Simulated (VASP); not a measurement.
# Al2BN3 (P6/mmm) in VASP: a series of runs

Al2BN3 is run at these levels: PBE; tasks: single point.

Program: VASP 6.6.1. These are calculated values, not measurements. Logs are shortened: lines on timing, memory, paths and dates and some standing lists are left out, and cuts for length are marked.

## Step 1: The cell of the first run

The structure is hexagonal, space group P6/mmm (No. 191). The conventional cell has a = 5.371 Å, b = 5.371 Å, c = 2.485 Å, α = 90.00°, β = 90.00°, γ = 120.00°. Al (site symmetry -6m2) has 6 N at 1.99 Å and 2 Al at 2.48 Å within 2.6 Å. B (site symmetry 6/mmm) has 2 B at 2.48 Å and 12 N at 2.96 Å and 6 Al at 3.10 Å within 3.3 Å. Within 2.6 Å of N (site symmetry mmm) lie 4 Al at 1.99 Å and 2 N at 2.48 Å.

## Step 2: Single point, PBE

INCAR

```
ALGO = Normal
EDIFF = 1E-6
ENCUT = 520
GGA = PE
ISIF = 2
ISMEAR = 0
LASPH = True
LCHARG = False
LREAL = False
LWAVE = False
NBANDS = 21
NELM = 60
PREC = Accurate
SIGMA = 0.1
```

KPOINTS

```
k-points
0
Gamma
  6 6 6
```

POSCAR

```
Al2BN3
1.0
    5.3713388951      0.0000000033      0.0000000000
   -2.6856694504      4.6517159338      0.0000000000
    0.0000000000      0.0000000000      2.4848435826
Al B N
2 1 3
Direct
    0.3333333333      0.6666666667      0.0000000000
    0.6666666667      0.3333333333      0.0000000000
    0.0000000000      0.0000000000      0.0000000000
    0.5000000000      0.0000000000      0.5000000000
    0.0000000000      0.5000000000      0.5000000000
    0.5000000000      0.5000000000      0.5000000000
```

Potentials or basis: VASP PAW PBE potentials, release 64 (Al, B, N).

The run is started by

```bash
> cat potpaw_PBE.64/Al/POTCAR potpaw_PBE.64/B/POTCAR potpaw_PBE.64/N/POTCAR > POTCAR
> mpirun -np 1 vasp_std > vasp.out
```

OUTCAR:

```text
EDIFF = 1E-6
   ENCUT = 520
   GGA = PE
   ISIF = 2
   ISMEAR = 0
   LASPH = True
   LREAL = False
   NELM = 60
   PREC = Accurate

 ion  position               nearest neighbor table
   1  0.333  0.667  0.000-   4 1.99   4 1.99   5 1.99   5 1.99   6 1.99   6 1.99   2 3.10   2 3.10
                             2 3.10
   2  0.667  0.333  0.000-   4 1.99   4 1.99   5 1.99   5 1.99   6 1.99   6 1.99   1 3.10   1 3.10
                             1 3.10
   3  0.000  0.000  0.000-
   4  0.500  0.000  0.500-   1 1.99   2 1.99   1 1.99   2 1.99
   5  0.000  0.500  0.500-   1 1.99   2 1.99   1 1.99   2 1.99
   6  0.500  0.500  0.500-   1 1.99   2 1.99   1 1.99   2 1.99

  LATTYP: Found a hexagonal cell.
 ALAT       =     5.3713388951
 C/A-ratio  =     0.4626115818

  Lattice vectors:

 A1 = (   5.3713388951,   0.0000000033,   0.0000000000)
 A2 = (  -2.6856694504,   4.6517159338,   0.0000000000)
 A3 = (   0.0000000000,   0.0000000000,   2.4848435826)

Analysis of symmetry for initial positions (statically):
=====================================================================
 Subroutine PRICEL returns:
 Original cell was already a primitive cell.

 Routine SETGRP: Setting up the symmetry group for a
 hexagonal supercell.

 Subroutine GETGRP returns: Found 24 space group operations
 (whereof 24 operations were pure point group operations)
 out of a pool of 24 trial point group operations.

The static configuration has the point symmetry D_6h.

Analysis of symmetry for dynamics (positions and initial velocities):
=====================================================================
 Subroutine PRICEL returns:
 Original cell was already a primitive cell.

 Routine SETGRP: Setting up the symmetry group for a
 hexagonal supercell.

 Subroutine GETGRP returns: Found 24 space group operations
 (whereof 24 operations were pure point group operations)
 out of a pool of 24 trial point group operations.

The dynamic configuration has the point symmetry D_6h.

 Subroutine INISYM returns: Found 24 space group operations
 (whereof 24 operations are pure point group operations),
 and found     1 'primitive' translations

----------------------------------------------------------------------------------------

                                     Primitive cell

  volume of cell :      62.0862
[... 92 lines left out ...]
   LNONCOLLINEAR =      F non collinear calculations
   LSORBIT =      F    spin-orbit coupling
   LASPH  =      T    aspherical Exc in radial PAW
   ENCUT  =  520.0 eV  38.22 Ry    6.18 a.u.   9.99  9.99  4.62*2*pi/ulx,y,z
   NELM   =     60;   NELMIN=  2; NELMDL= -5     # of ELM steps
   EDIFF  = 0.1E-05   stopping-criterion for ELM
   LREAL  =      F    real-space projection
   EDIFFG = 0.1E-04   stopping-criterion for IOM
   NSW    =      0    number of steps for IOM
   IBRION =     -1    ionic relax: 0-MD 1-quasi-New 2-CG
   NFREE  =      0    steps in history (QN), initial steepest desc. (CG)
   ISIF   =      2    stress and relaxation
   ISYM   =      2    0-nonsym 1-usesym 2-fastsym
   POTIM  = 0.5000    time-step for ionic-motion
   TEBEG  =    0.0;   TEEND  =   0.0 temperature during run
   PSTRESS=    0.0 pullay stress
   NELECT =      24.0000    total number of electrons
   NUPDOWN=      -1.0000    fix difference up-down
   EMIN   =  10.00;   EMAX   =-10.00  energy-range for DOS
   EFERMI =   0.00;   METHOD = LEGACY
   ISMEAR =     0;   SIGMA  =   0.10  broadening in eV -4-tet -1-fermi 0-gaus
   EFERMI_NEDOS =   21; number of points for ismear=-14 and -15
   IALGO  =     38    algorithm
   IMIX   =      4    mixing-type and parameters
     AMIX     =   0.40;   BMIX     =  1.00
     AMIX_MAG =   1.60;   BMIX_MAG =  1.00
  volume/ion in A,a.u.               =      10.35        69.83
  Fermi-wavevector in a.u.,A,eV,Ry     =   1.192560  2.253612 19.350204  1.422200
  Thomas-Fermi vector in A             =   2.328595
   LORBIT       =      0    0 simple, 1 ext, 2 COOP (PROOUT), +10 PAW based schemes
   GGA     = PE    functional components
   LHFCALC =     F    Hartree Fock is set to
   AEXX    =    0.0000 exact exchange contribution
   IVDW    =     0    specifies the selected vdW correction
   LEPSILON=     F    determine dielectric tensor
   LRPA    =     F    only Hartree local field effects (RPA)
 non-spin polarized calculation
 Gauss-broadening in eV      SIGMA  =   0.10
  energy-cutoff  :      520.00
  volume of cell :       62.09
 maximum number of plane-waves:      1692
 NGX is ok and might be reduce to    40
   NGX = 19   NGY = 19   NGZ =  9

 number of electron      24.0000007 magnetization

 Free energy of the ion-electron system (eV)
  ---------------------------------------------------
  ext. energy  EPLUGINS =         0.00000000
  ---------------------------------------------------
  free energy    TOTEN  =       -34.88621852 eV

  energy without entropy =      -34.87479919  energy(sigma->0) =      -34.88050885

 E-fermi :   5.7579     XC(G=0): -10.9274

 val. band max:        5.7564158192   @ k =   0.1667   0.1667   0.5000
 cond. band min:       5.8218487261   @ k =   0.1667  -0.0000   0.1667
 fundamental gap:      0.0654329069
 Fermi energy:         5.7579348608

 k-point     1 :       0.0000    0.0000    0.0000
  band No.  band energies     occupation
      1     -10.9794      2.00000
      2      -8.3724      2.00000
      3      -8.3724      2.00000
      4      -3.0109      2.00000
      5      -0.6248      2.00000
      6       0.2902      2.00000
[... 565 lines left out ...]
     20      15.9710      0.00000
     21      16.1713      0.00000

 [... further k-points ...]
[... 5 lines left out ...]
  --------------------------------------------------------------------------------------
  -------------------------------------------------------------------------------------
  Total       -0.0397742     -0.0397742     -0.0696415     -0.0000000      0.0000000     -0.0000000
  in kB       -1.0264025     -1.0264025     -1.7971493     -0.0000000      0.0000000     -0.0000000
  external PRESSURE =      -1.2833181 kB  Pullay stress =       0.0000000 kB

 VOLUME and BASIS-vectors are now :
 -----------------------------------------------------------------------------
  energy-cutoff  :      520.00
  volume of cell :       62.09
      direct lattice vectors                 reciprocal lattice vectors
     5.371338895  0.000000003  0.000000000     0.186173321  0.107487217  0.000000000
    -2.685669450  4.651715934  0.000000000    -0.000000000  0.214974434  0.000000000
     0.000000000  0.000000000  2.484843583     0.000000000  0.000000000  0.402439818

 POSITION                                       TOTAL-FORCE (eV/Angst)
 -----------------------------------------------------------------------------------
     -0.00000      3.10114      0.00000        -0.000000      0.000000     -0.000000
      2.68567      1.55057      0.00000         0.000000     -0.000000      0.000000
      0.00000      0.00000      0.00000        -0.000000      0.000000     -0.000000
      2.68567      0.00000      1.24242        -0.000000      0.000000     -0.000000
     -1.34283      2.32586      1.24242        -0.000000      0.000000     -0.000000
      1.34283      2.32586      1.24242        -0.000000      0.000000     -0.000000
 -----------------------------------------------------------------------------------
    total drift:                               -0.000000      0.000000     -0.000000

  FREE ENERGIE OF THE ION-ELECTRON SYSTEM (eV)
  ---------------------------------------------------
  free  energy   TOTEN  =       -34.8862185177 eV

  energy  without entropy=      -34.8747991852  energy(sigma->0) =      -34.88050885
```

OSZICAR:

```text
N       E                     dE             d eps       ncg     rms          rms(c)
DAV:   1     0.802763080108E+02    0.80276E+02   -0.11976E+04  1176   0.105E+03
DAV:   2    -0.343640551024E+02   -0.11464E+03   -0.10924E+03  1610   0.208E+02
DAV:   3    -0.411179974477E+02   -0.67539E+01   -0.66696E+01  1458   0.514E+01
DAV:   4    -0.411789122846E+02   -0.60915E-01   -0.60891E-01  1434   0.554E+00
DAV:   5    -0.411796775229E+02   -0.76524E-03   -0.76521E-03  1491   0.610E-01    0.147E+01
DAV:   6    -0.365359321518E+02    0.46437E+01   -0.90228E+01  1384   0.280E+01    0.104E+01
DAV:   7    -0.349826125773E+02    0.15533E+01   -0.21079E+01  1329   0.135E+01    0.339E+00
DAV:   8    -0.349157018722E+02    0.66911E-01   -0.50775E-01  1346   0.408E+00    0.174E+00
DAV:   9    -0.348879479867E+02    0.27754E-01   -0.18732E-01  1421   0.190E+00    0.372E-01
DAV:  10    -0.348865426120E+02    0.14054E-02   -0.14769E-02  1374   0.656E-01    0.181E-01
DAV:  11    -0.348862162768E+02    0.32634E-03   -0.36186E-03  1489   0.283E-01    0.674E-02
DAV:  12    -0.348862444902E+02   -0.28213E-04   -0.28722E-04  1442   0.100E-01    0.327E-02
DAV:  13    -0.348862216696E+02    0.22821E-04   -0.54607E-05  1480   0.336E-02    0.123E-02
DAV:  14    -0.348862186676E+02    0.30019E-05   -0.21611E-05  1548   0.201E-02    0.258E-03
DAV:  15    -0.348862185177E+02    0.14995E-06   -0.83204E-07   987   0.516E-03
   1 F= -.34886219E+02 E0= -.34880509E+02  d E =-.114193E-01
```

stdout:

```text
POSCAR found type information on POSCAR AlB N
 POSCAR found :  3 types and       6 ions
 scaLAPACK will be used
 LDA part: xc-table for (Slater+PW92), standard interpolation
 POSCAR, INCAR and KPOINTS ok, starting setup
 FFT: planning ... GRIDC
 FFT: planning ... GRID_SOFT
 FFT: planning ... GRID
 WAVECAR not read
 entering main loop
```

Wall time 17 s (1 thread of AMD EPYC 9R45 (Zen 5), shared host); peak memory 0.15 GiB.

What came out:

| Property | Result |
| --- | --- |
| Free energy | -34.8862 eV |
| Pressure | -0.1 GPa |
| Band gap on the k mesh | zero (band 12 reaches 6.72 eV, above the bottom of band 13 at 4.95 eV) |

Caveat: the k points lie up to 0.42 Å⁻¹ apart.

## Step 3: Single point, PBE

This run uses another cell than the first one, of 11.47 Å³/atom, 1.109 times its volume.

INCAR

```
SYSTEM = Al2BN3
PREC = Accurate
ENCUT = 520
EDIFF = 1E-6
ISMEAR = 0
SIGMA = 0.1
LREAL = .False.
LASPH = .True.
NELM = 80
ALGO = Normal
ISIF = 2
LWAVE = .False.
LCHARG = .False.
GGA = PE
NBANDS = 21
```

KPOINTS

```
regular mesh
0
Gamma
  6 6 6
  0 0 0
```

POSCAR

```
Al2BN3
1.0
    4.7291362100      0.0000000000      0.0000000000
   -2.3645681100      4.0955521000      0.0000000000
    0.0000000000      0.0000000000      3.5539712200
Al B N
2 1 3
Direct
    0.3333333300      0.6666666700      0.0000000000
    0.6666666700      0.3333333300      0.0000000000
    0.0000000000      0.0000000000      0.0000000000
    0.5000000000      0.0000000000      0.5000000000
    0.0000000000      0.5000000000      0.5000000000
    0.5000000000      0.5000000000      0.5000000000
```

Potentials or basis: VASP PAW PBE potentials, release 64 (Al, B, N).

The run is started by

```bash
> cat potpaw_PBE.64/Al/POTCAR potpaw_PBE.64/B/POTCAR potpaw_PBE.64/N/POTCAR > POTCAR
> mpirun -np 1 vasp_std > vasp.out
```

It took 19 s on 1 thread of AMD EPYC 9R45 (Zen 5), shared host; peak memory 0.16 GiB.

Results (log left out):

```
Free energy            : -30.2451 eV
Pressure               : -19.6 GPa
Band gap on the k mesh : zero (band 12 reaches 6.73 eV, above the bottom of band 13 at 4.73 eV)
```

Stress tensor (GPa, compression positive):
```
 -5.09   0.00   0.00
  0.00  -5.09   0.00
  0.00   0.00 -48.63
```

Levels at points of the mesh, in eV from the Fermi level:
```tsv
k point	band 8	band 9	band 10	band 11	band 12	band 13	band 14	band 15	band 16	band 17
(0.00, 0.00, 0.00)	-4.80	-2.12	-2.12	0.02	1.05	1.05	1.40	2.07	2.07	2.81
(0.50, 0.00, 0.00)	-2.88	-2.86	-2.19	-2.08	-1.50	-0.95	0.84	1.37	1.66	2.63
(0.00, 0.00, 0.50)	-3.57	-3.57	-2.86	-1.11	-1.11	0.54	1.49	1.53	1.79	1.79
(0.50, 0.00, 0.50)	-3.95	-2.48	-1.99	-1.35	-1.14	0.63	1.71	1.73	2.34	3.73
```
